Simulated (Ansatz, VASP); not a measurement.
# Two plane-wave programs on Rh

Contents of INCAR:

```
PREC = Accurate
ENCUT = 520
EDIFF = 1E-6
ISMEAR = 0
SIGMA = 0.15
LREAL = F
LASPH = T
NELM = 60
ALGO = Normal
ISIF = 2
LWAVE = F
LCHARG = F
GGA = CA
NBANDS = 14
```

File KPOINTS:

```
Automatic mesh
0
Gamma
  20 20 20
```

POSCAR

```
Rh
1.0
    0.0000000000      1.9521166722      1.8770352617
    1.9521166722      0.0000000000      1.8770352617
    1.9521166722      1.9521166722      0.0000000000
Rh
1
Direct
    0.0000000000      0.0000000000      0.0000000000
```

Input for Ansatz:

```yaml
crystal:
  lattice:
    - [0.0, 1.9521166722, 1.8770352617]
    - [1.9521166722, 0.0, 1.8770352617]
    - [1.9521166722, 1.9521166722, 0.0]
  atoms:
    - { symbol: Rh, position: [0.0, 0.0, 0.0] }
basis:
  ecutwfc: 420
kpoints:
  mp_grid: { grid: [20, 20, 20] }
hamiltonian:
  xc: lda
  pseudopotentials: { kind: paw, azcp: { folder: soft_1 } }
scf:
  occupations: { method: gaussian, width: 0.15 }
output:
  forces: true
  stress: true
  eigenvalues: true
```

Change from the starting cell: engineering shear strain xy +0.0000, equal normal strain along x and y +0.0400.

Alike in both runs: task single point; functional LDA; k mesh 20 × 20 × 20; occupations gaussian, width 0.15 eV; no spin polarisation.

```csv
,VASP,Ansatz
version,VASP 6.6.1,Ansatz 0.2.0
potentials or method,"VASP PAW LDA potentials, release 64 (Rh_pv), cutoff 520 eV","scalar-relativistic, plane waves, PAW"
valence electrons in the cell,15,17
```

```tsv
	VASP	Ansatz	Ansatz less VASP
gap on the k mesh at the Fermi level (eV)	none	none	-
pressure (GPa)	-19.5	-20.1	-0.64
traceless stress, the component that is largest in VASP (GPa)	5.45	5.47	+0.019
```

Ansatz warns that its potentials were made for another functional, while VASP's fit it. LDA's correlation is that of Perdew and Zunger in VASP and of Perdew and Wang (1992) in Ansatz. A gap of «none» marks a metal or a gap that the smearing closes. VASP's potentials hold 15 valence electrons a cell and Ansatz's 17, so a difference there can come from the potentials and not from the codes.
